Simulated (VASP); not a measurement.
# Co (P6_3/mmc) in VASP: notebook

The runs below take Co through single point, with PBEsol.

Everything below comes from runs of VASP 6.6.1. Logs are shortened: lines on timing, memory, paths and dates and some standing lists are left out, and cuts for length are marked.

**1. The cell of the first run**

The structure is hexagonal, space group P6_3/mmc (No. 194). Conventional cell: a = 2.496 Å, b = 2.496 Å, c = 3.967 Å, α = 90.00°, β = 90.00°, γ = 120.00°. Within 3.2 Å of Co (site symmetry -6m2) lie 12 Co at 2.45 to 2.50 Å.

**2. Single point, PBEsol, collinear spin, ferromagnetic start**

File INCAR:

```
ALGO     = Normal         # electronic algorithm
EDIFF    = 1E-7           # SCF threshold, eV
ENCUT    = 520            # plane-wave cutoff, eV
GGA      = PS             # functional
ISIF     = 2              # what is computed and relaxed
ISMEAR   = 0              # smearing method
ISPIN    = 2              # spin polarisation
LASPH    = T              # aspherical terms in the spheres
LCHARG   = F              # write CHGCAR
LMAXMIX  = 4              # l up to which the mixer works
LORBIT   = 11             # projections on sites
LREAL    = F              # projectors in reciprocal space
LWAVE    = F              # write WAVECAR
MAGMOM   = 1.79 1.79      # initial moments
NBANDS   = 20             # bands
NELM     = 150            # most SCF steps
PREC     = Accurate       # precision mode
SIGMA    = 0.15           # smearing width, eV
```

File KPOINTS:

```
k-points
0
Gamma
  21 21 12
```

File POSCAR:

```
Co
1.0
    2.4965000000      0.0000000000      0.0000000000
   -1.2482500000      2.1620324205      0.0000000000
    0.0000000000      0.0000000000      3.9673513066
Co
2
Direct
    0.3333333333      0.6666666667      0.2500000000
    0.6666666667      0.3333333333      0.7500000000
```

Potentials or basis: VASP PAW PBE potentials, release 64 (Co).

Started as:

```sh
$ cat potpaw_PBE.64/Co/POTCAR > POTCAR
$ mpirun -np 1 vasp_std > vasp.out
```

OUTCAR:

```text
EDIFF = 1E-7
   ENCUT = 520
   GGA = PS
   ISIF = 2
   ISMEAR = 0
   ISPIN = 2
   LASPH = T
   LORBIT = 11
   LREAL = F
   NELM = 150
   PREC = Accurate

 ion  position               nearest neighbor table
   1  0.333  0.667  0.250-   2 2.45   2 2.45   2 2.45   2 2.45   2 2.45   2 2.45
   2  0.667  0.333  0.750-   1 2.45   1 2.45   1 2.45   1 2.45   1 2.45   1 2.45

  LATTYP: Found a hexagonal cell.
 ALAT       =     2.4965000000
 C/A-ratio  =     1.5891653541

  Lattice vectors:

 A1 = (   2.4965000000,   0.0000000000,   0.0000000000)
 A2 = (  -1.2482500000,   2.1620324205,   0.0000000000)
 A3 = (   0.0000000000,   0.0000000000,   3.9673513066)

Analysis of symmetry for initial positions (statically):
=====================================================================
 Subroutine PRICEL returns:
 Original cell was already a primitive cell.

 Routine SETGRP: Setting up the symmetry group for a
 hexagonal supercell.

 Subroutine GETGRP returns: Found 24 space group operations
 (whereof 12 operations were pure point group operations)
 out of a pool of 24 trial point group operations.

The static configuration has the point symmetry D_3d.
 The point group associated with its full space group is D_6h.

Analysis of symmetry for dynamics (positions and initial velocities):
=====================================================================
 Subroutine PRICEL returns:
 Original cell was already a primitive cell.

 Routine SETGRP: Setting up the symmetry group for a
 hexagonal supercell.

 Subroutine GETGRP returns: Found 24 space group operations
 (whereof 12 operations were pure point group operations)
 out of a pool of 24 trial point group operations.

The dynamic configuration has the point symmetry D_3d.
 The point group associated with its full space group is D_6h.

Analysis of structural, dynamic, and magnetic symmetry:
=====================================================================
 Subroutine PRICEL returns:
 Original cell was already a primitive cell.

 Routine SETGRP: Setting up the symmetry group for a
 hexagonal supercell.

 Subroutine GETGRP returns: Found 24 space group operations
 (whereof 12 operations were pure point group operations)
 out of a pool of 24 trial point group operations.

The overall configuration has the point symmetry D_3d.
 The point group associated with its full space group is D_6h.

 Subroutine INISYM returns: Found 24 space group operations
 (whereof 12 operations are pure point group operations),
 and found     1 'primitive' translations

----------------------------------------------------------------------------------------

                                     Primitive cell

  volume of cell :      21.4138

  direct lattice vectors                    reciprocal lattice vectors
     2.496500000  0.000000000  0.000000000     0.400560785  0.231263877  0.000000000
    -1.248250000  2.162032421  0.000000000     0.000000000  0.462527754  0.000000000
     0.000000000  0.000000000  3.967351307     0.000000000  0.000000000  0.252057336

  length of vectors
     2.496500000  2.496500000  3.967351307     0.462527754  0.462527754  0.252057336

  position of ions in fractional coordinates (direct lattice)
     0.333333333  0.666666667  0.250000000
     0.666666667  0.333333333  0.750000000

  ion indices of the primitive-cell ions
   primitive index   ion index
                 1           1
                 2           2

----------------------------------------------------------------------------------------

 KPOINTS: k-points

Automatic generation of k-mesh.
 Grid dimensions read from file:
 generate k-points for:   21   21   12

 Generating k-lattice:

  Cartesian coordinates                     Fractional coordinates (reciprocal lattice)
     0.019074323  0.011012566  0.000000000     0.047619048  0.000000000  0.000000000
     0.000000000  0.022025131  0.000000000     0.000000000  0.047619048  0.000000000
     0.000000000  0.000000000  0.021004778     0.000000000  0.000000000  0.083333333

  Length of vectors
     0.022025131  0.022025131  0.021004778

  Shift w.r.t. Gamma in fractional coordinates (k-lattice)
     0.000000000  0.000000000  0.000000000

 Subroutine IBZKPT returns following result:
 ===========================================

 Found    336 irreducible k-points:

 Following reciprocal coordinates:
            Coordinates               Weight
  0.000000  0.000000  0.000000      1.000000
  0.047619 -0.000000  0.000000      6.000000
  0.095238  0.000000  0.000000      6.000000
  0.142857  0.000000  0.000000      6.000000
  0.190476  0.000000  0.000000      6.000000
  0.238095  0.000000  0.000000      6.000000
[... 16 lines left out ...]
  0.142857  0.095238  0.000000     12.000000
  0.190476  0.095238  0.000000     12.000000
 [... further k-points ...]
   k-points           NKPTS =    336   k-points in BZ     NKDIM =    336   number of bands    NBANDS=     20
   number of dos      NEDOS =    301   number of ions     NIONS =      2
   total plane-waves  NPLWV =  12000
   dimension x,y,z NGX =    20 NGY =   20 NGZ =   30
   dimension x,y,z NGXF=    40 NGYF=   40 NGZF=   60
   ions per type =               2
   NGX,Y,Z   is equivalent  to a cutoff of  13.32, 13.32, 12.57 a.u.
   NGXF,Y,Z  is equivalent  to a cutoff of  26.64, 26.64, 25.14 a.u.
 SYSTEM =  unknown system
   PREC   = accura    normal or accurate (medium, high low for compatibility)
   ISTART =      0    job   : 0-new  1-cont  2-samecut
   ICHARG =      2    charge: 1-file 2-atom 10-const
   ISPIN  =      2    spin polarized calculation?
   LNONCOLLINEAR =      F non collinear calculations
   LSORBIT =      F    spin-orbit coupling
   LASPH  =      T    aspherical Exc in radial PAW
   ENCUT  =  520.0 eV  38.22 Ry    6.18 a.u.   4.64  4.64  7.38*2*pi/ulx,y,z
   NELM   =    150;   NELMIN=  2; NELMDL= -5     # of ELM steps
   EDIFF  = 0.1E-06   stopping-criterion for ELM
   LREAL  =      F    real-space projection
   EDIFFG = 0.1E-05   stopping-criterion for IOM
   NSW    =      0    number of steps for IOM
   IBRION =     -1    ionic relax: 0-MD 1-quasi-New 2-CG
   NFREE  =      0    steps in history (QN), initial steepest desc. (CG)
   ISIF   =      2    stress and relaxation
   ISYM   =      2    0-nonsym 1-usesym 2-fastsym
   POTIM  = 0.5000    time-step for ionic-motion
   TEBEG  =    0.0;   TEEND  =   0.0 temperature during run
   PSTRESS=    0.0 pullay stress
   NELECT =      18.0000    total number of electrons
   NUPDOWN=      -1.0000    fix difference up-down
   EMIN   =  10.00;   EMAX   =-10.00  energy-range for DOS
   EFERMI =   0.00;   METHOD = LEGACY
   ISMEAR =     0;   SIGMA  =   0.15  broadening in eV -4-tet -1-fermi 0-gaus
   EFERMI_NEDOS =   21; number of points for ismear=-14 and -15
   IALGO  =     38    algorithm
   IMIX   =      4    mixing-type and parameters
     AMIX     =   0.40;   BMIX     =  1.00
     AMIX_MAG =   1.60;   BMIX_MAG =  1.00
  volume/ion in A,a.u.               =      10.71        72.25
  Fermi-wavevector in a.u.,A,eV,Ry     =   1.545020  2.919665 32.478300  2.387088
  Thomas-Fermi vector in A             =   2.650458
   LORBIT       =     11    0 simple, 1 ext, 2 COOP (PROOUT), +10 PAW based schemes
   GGA     = PS    functional components
   LHFCALC =     F    Hartree Fock is set to
   AEXX    =    0.0000 exact exchange contribution
   IVDW    =     0    specifies the selected vdW correction
   LEPSILON=     F    determine dielectric tensor
   LRPA    =     F    only Hartree local field effects (RPA)
 spin polarized calculation
 Gauss-broadening in eV      SIGMA  =   0.15
  energy-cutoff  :      520.00
  volume of cell :       21.41
 maximum number of plane-waves:       590
 NGX is ok and might be reduce to    20
   NGX =  9   NGY =  9   NGZ = 15

 number of electron      17.9999990 magnetization       3.1701479

 Free energy of the ion-electron system (eV)
  ---------------------------------------------------
  ext. energy  EPLUGINS =         0.00000000
  ---------------------------------------------------
  free energy    TOTEN  =       -15.45944269 eV

  energy without entropy =      -15.43948463  energy(sigma->0) =      -15.44946366

 E-fermi :  10.2434     XC(G=0): -13.6566

 val. band max:       10.2432750609   @ k =   0.2381   0.0000   0.1667
 cond. band min:      10.2438044270   @ k =   0.4286  -0.0000   0.2500
 fundamental gap:      0.0005293661
 Fermi energy:        10.2433831992

 spin component 1

 k-point     1 :       0.0000    0.0000    0.0000
  band No.  band energies     occupation
      1       1.2104      1.00000
      2       5.0688      1.00000
      3       7.6633      1.00000
      4       7.6633      1.00000
      5       7.7372      1.00000
      6       8.0049      1.00000
[... 12 lines left out ...]
     19      35.9728      0.00000
     20      36.2582      0.00000

 k-point     2 :       0.0476   -0.0000    0.0000
  band No.  band energies     occupation
      1       1.2901      1.00000
      2       5.1165      1.00000
      3       7.5556      1.00000
      4       7.7009      1.00000
      5       7.8332      1.00000
      6       7.9869      1.00000
[... 12 lines left out ...]
     19      37.0782      0.00000
     20      37.5465      0.00000
[... 465 lines left out ...]
      3       6.9528      1.00000
      4       7.1354      1.00000
      5       7.7694      1.00000
      6       7.8248      1.00000
[... 12 lines left out ...]
     19      35.3164      0.00000
     20      37.6461      0.00000

 k-point    24 :       0.1905    0.0952    0.0000
  band No.  band energies     occupation
      1       3.2601      1.00000
      2       5.9372      1.00000
      3       6.7686      1.00000
      4       6.8203      1.00000
      5       7.7042      1.00000
      6       7.7404      1.00000
[... 12 lines left out ...]
     19      35.2914      0.00000
     20      36.4050      0.00000

 [... further k-points ...]

 spin component 2

 k-point     1 :       0.0000    0.0000    0.0000
  band No.  band energies     occupation
      1       1.2677      1.00000
      2       6.0268      1.00000
      3       9.2599      1.00000
      4       9.2599      1.00000
      5       9.3491      1.00000
      6       9.6574      1.00000
[... 12 lines left out ...]
     19      36.3171      0.00000
     20      36.3171      0.00000

 k-point     2 :       0.0476   -0.0000    0.0000
  band No.  band energies     occupation
      1       1.3476      1.00000
      2       6.0806      1.00000
      3       9.1343      1.00000
      4       9.3011      1.00000
      5       9.4573      1.00000
      6       9.6339      1.00000
[... 12 lines left out ...]
     19      37.4262      0.00000
     20      37.8238      0.00000
[... 465 lines left out ...]
      3       8.2546      1.00000
      4       8.3917      1.00000
      5       9.3339      1.00000
      6       9.4382      1.00000
[... 12 lines left out ...]
     19      35.4969      0.00000
     20      38.1304      0.00000

 k-point    24 :       0.1905    0.0952    0.0000
  band No.  band energies     occupation
      1       3.3558      1.00000
      2       7.0752      1.00000
      3       7.9042      1.00000
      4       8.1940      1.00000
      5       9.2768      1.00000
      6       9.2934      1.00000
[... 12 lines left out ...]
     19      35.5470      0.00000
     20      36.8591      0.00000

 [... further k-points ...]

------------------------ aborting loop because EDIFF is reached ----------------------------------------

  FORCE on cell =-STRESS in cart. coord.  units (eV):
  Direction    XX          YY          ZZ          XY          YZ          ZX
  --------------------------------------------------------------------------------------
  -------------------------------------------------------------------------------------
  Total       -1.2768857     -1.2768857     -0.6203583      0.0000000     -0.0000000      0.0000000
  in kB      -95.5362497    -95.5362497    -46.4150441      0.0000000     -0.0000000      0.0000000
  external PRESSURE =     -79.1625145 kB  Pullay stress =       0.0000000 kB

 VOLUME and BASIS-vectors are now :
 -----------------------------------------------------------------------------
  energy-cutoff  :      520.00
  volume of cell :       21.41
      direct lattice vectors                 reciprocal lattice vectors
     2.496500000  0.000000000  0.000000000     0.400560785  0.231263877  0.000000000
    -1.248250000  2.162032421  0.000000000     0.000000000  0.462527754  0.000000000
     0.000000000  0.000000000  3.967351307     0.000000000  0.000000000  0.252057336

 POSITION                                       TOTAL-FORCE (eV/Angst)
 -----------------------------------------------------------------------------------
     -0.00000      1.44135      0.99184         0.000000     -0.000000      0.000000
      1.24825      0.72068      2.97551        -0.000000      0.000000      0.000000
 -----------------------------------------------------------------------------------
    total drift:                                0.000000     -0.000000     -0.000000

  FREE ENERGIE OF THE ION-ELECTRON SYSTEM (eV)
  ---------------------------------------------------
  free  energy   TOTEN  =       -15.4594426938 eV

  energy  without entropy=      -15.4394846318  energy(sigma->0) =      -15.44946366

 total charge

# of ion       s       p       d       tot
------------------------------------------
    1        0.494   0.536   7.268   8.298
    2        0.494   0.536   7.268   8.298
--------------------------------------------------
tot          0.989   1.072  14.536  16.596

 magnetization (x)

# of ion       s       p       d       tot
------------------------------------------
    1       -0.015  -0.052   1.665   1.598
    2       -0.015  -0.052   1.665   1.598
--------------------------------------------------
tot         -0.030  -0.103   3.330   3.196
```

Wall time 5.1 min (1 thread of Oxide Virtual Turin-like, shared host); peak memory 0.27 GiB.

What came out:

| Quantity | Value |
| --- | --- |
| Free energy | -15.4594 eV |
| Pressure | -7.9 GPa |
| Net moment | 3.17 μB per cell |
| Site moments | Co +1.60 μB |
| Valence electrons inside the program's atomic spheres | Co 8.30 |

Stress tensor (GPa, compression positive):
```
-9.55  0.00  0.00
 0.00 -9.55  0.00
 0.00  0.00 -4.64
```

Levels at points of the mesh, in eV from the Fermi level:
Spin up:
```csv
k point,band 7,band 8,band 9,band 10,band 11,band 12,band 13,band 14,band 15,band 16
"(0.00, 0.00, 0.00)",-2.24,-1.95,-1.95,-0.75,-0.75,0.07,6.73,21.82,24.34,24.34
"(0.00, 0.00, 0.50)",-2.67,-2.67,-1.07,-1.07,-1.07,-1.07,15.60,15.60,22.57,22.57
```
Spin down:
```csv
k point,band 3,band 4,band 5,band 6,band 7,band 8,band 9,band 10,band 11,band 12
"(0.00, 0.00, 0.00)",-0.98,-0.98,-0.89,-0.59,-0.59,-0.25,-0.25,0.09,1.07,1.07
"(0.00, 0.00, 0.50)",-1.48,-1.48,-1.07,-1.07,-1.07,-1.07,0.73,0.73,0.73,0.73
```

Caveat: the cell stands under tension; the PAW data sets were made with another functional, which shifts forces and pressure a little.

**3. Single point, PBEsol, collinear spin, ferromagnetic start**

This run uses another cell than the first one, of 10.74 Å³/atom.

File INCAR:

```
SYSTEM = Co
PREC     = Accurate       ! precision mode
ENCUT    = 520            ! plane-wave cutoff, eV
EDIFF    = 1E-6           ! SCF threshold, eV
ISMEAR   = 0              ! smearing method
SIGMA    = 0.15           ! smearing width, eV
LREAL    = .False.        ! projectors in reciprocal space
LASPH    = .True.         ! aspherical terms in the spheres
NELM     = 150            ! most SCF steps
ALGO     = Fast           ! electronic algorithm
ISIF     = 2              ! what is computed and relaxed
LWAVE    = .False.        ! write WAVECAR
LCHARG   = .False.        ! write CHGCAR
ISPIN    = 2              ! spin polarisation
MAGMOM   = 1.79 1.79      ! initial moments
LORBIT   = 11             ! projections on sites
LMAXMIX  = 4              ! l up to which the mixer works
GGA      = PS             ! functional
NBANDS   = 20             ! bands
```

File KPOINTS:

```
regular mesh
0
Gamma
  21 21 12
  0 0 0
```

File POSCAR:

```
Co
1.0
    2.4064000000      0.0000000000      0.0000000000
   -1.2032000000      2.0840035317      0.0000000000
    0.0000000000      0.0000000000      4.2847000000
Co
2
Direct
    0.3333333333      0.6666666667      0.2500000000
    0.6666666667      0.3333333333      0.7500000000
```

Potentials or basis: VASP PAW PBE potentials, release 64 (Co).

Started as:

```sh
$ cat potpaw_PBE.64/Co/POTCAR > POTCAR
$ mpirun -np 1 vasp_std > vasp.out
```

Wall time 4 min (1 thread of Oxide Virtual Turin-like, shared host); peak memory 0.26 GiB.

The run converged. Its results:

```yaml
Free_energy: -15.3389 eV
Pressure: -6.1 GPa
Net_moment: 3.23 μB per cell
Site_moments: Co +1.62 μB
Valence_electrons_inside_the_program's_atomic_spheres: Co 8.30
```

Stress tensor (GPa, compression positive):
```
  3.19   0.00   0.00
  0.00   3.19   0.00
  0.00   0.00 -24.58
```

Levels at points of the mesh, in eV from the Fermi level:
Spin up:
| k point | band 9 | band 10 | band 11 | band 12 | band 13 | band 14 |
| --- | --- | --- | --- | --- | --- | --- |
| (0.00, 0.00, 0.00) | -1.69 | -1.20 | -0.91 | -0.91 | 5.00 | 22.31 |
| (0.00, 0.00, 0.50) | -1.19 | -1.19 | -1.19 | -1.19 | 12.60 | 12.60 |
Spin down:
| k point | band 3 | band 4 | band 5 | band 6 | band 7 | band 8 | band 9 | band 10 | band 11 | band 12 |
| --- | --- | --- | --- | --- | --- | --- | --- | --- | --- | --- |
| (0.00, 0.00, 0.00) | -1.65 | -1.17 | -1.02 | -1.02 | -0.77 | -0.77 | 0.16 | 0.16 | 1.03 | 1.03 |
| (0.00, 0.00, 0.50) | -2.03 | -2.03 | -1.00 | -1.00 | -1.00 | -1.00 | 0.71 | 0.71 | 0.71 | 0.71 |

Caveat: the stress differs along the axes, from -25 to 3 GPa; the PAW data sets were made with another functional, which shifts forces and pressure a little.

(Continued in part 2 of 2.)
